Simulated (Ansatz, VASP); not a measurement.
**Ru in VASP and in Ansatz**

The input INCAR:

```
  PREC = Accurate
  ENCUT = 520
  EDIFF = 1E-7
  ISMEAR = -1
  SIGMA = 0.03
  LREAL = F
  LASPH = T
  NELM = 100
  ALGO = Normal
  ISIF = 2
  LWAVE = F
  LCHARG = F
  GGA = PS
  NBANDS = 21
```

The input KPOINTS:

```
regular mesh
0
Gamma
  14 14 8
```

POSCAR

```
Ru
1.0
    2.7414060403      0.0000000000      0.0000000000
   -1.3707030201      2.3741272730      0.0000000000
    0.0000000000      0.0000000000      4.3382472512
Ru
2
Direct
    0.3333333333      0.6666666667      0.2500000000
    0.6666666667      0.3333333333      0.7500000000
```

Input for Ansatz:

```yaml
crystal:
  lattice:
    - [2.7414060403, 0.0, 0.0]
    - [-1.3707030201, 2.374127273, 0.0]
    - [0.0, 0.0, 4.3382472512]
  atoms:
    - { symbol: Ru, position: [0.3333333333, 0.6666666667, 0.25] }
    - { symbol: Ru, position: [0.6666666667, 0.3333333333, 0.75] }
kpoints:
  mp_grid: { grid: [14, 14, 8] }
  band_path:
    path:
      - [0.0, 0.0, 0.0]
      - [0.5, 0.0, 0.0]
      - [0.3333333333, 0.3333333333, 0.0]
      - [0.0, 0.0, 0.0]
      - [0.0, 0.0, 0.5]
      - [0.5, 0.0, 0.5]
      - [0.3333333333, 0.3333333333, 0.5]
      - [0.0, 0.0, 0.5]
      - [0.5, 0.0, 0.5]
    npoints: 5
scf:
  occupations: { method: fermi_dirac, width: 0.03 }
hamiltonian:
  xc: pbesol
  pseudopotentials: { kind: all_electron, lapw: { basis_error: 0.001 } }
output:
  forces: true
  stress: true
  eigenvalues: true
```

Change from the starting cell: volume scaled by 1.04.

Alike in both runs: task single point; functional PBEsol; k mesh 14 × 14 × 8; occupations fermi-dirac, width 0.03 eV; no spin polarisation.

|  | VASP | Ansatz |
| --- | --- | --- |
| version | VASP 6.6.1 | Ansatz 0.2.0 |
| potentials or method | VASP PAW PBE potentials, release 64 (Ru_pv), cutoff 520 eV | all-electron LAPW, scalar-relativistic |

|  | VASP | Ansatz | Ansatz less VASP |
| --- | --- | --- | --- |
| pressure (GPa) | -17.7 | -17.6 | +0.11 |
| traceless stress, the component that is largest in VASP (GPa) | -1.72 | -1.75 | -0.024 |

VASP's potentials were made for PBE, not for PBEsol. Ansatz ran all-electron here, and VASP with PAW potentials.
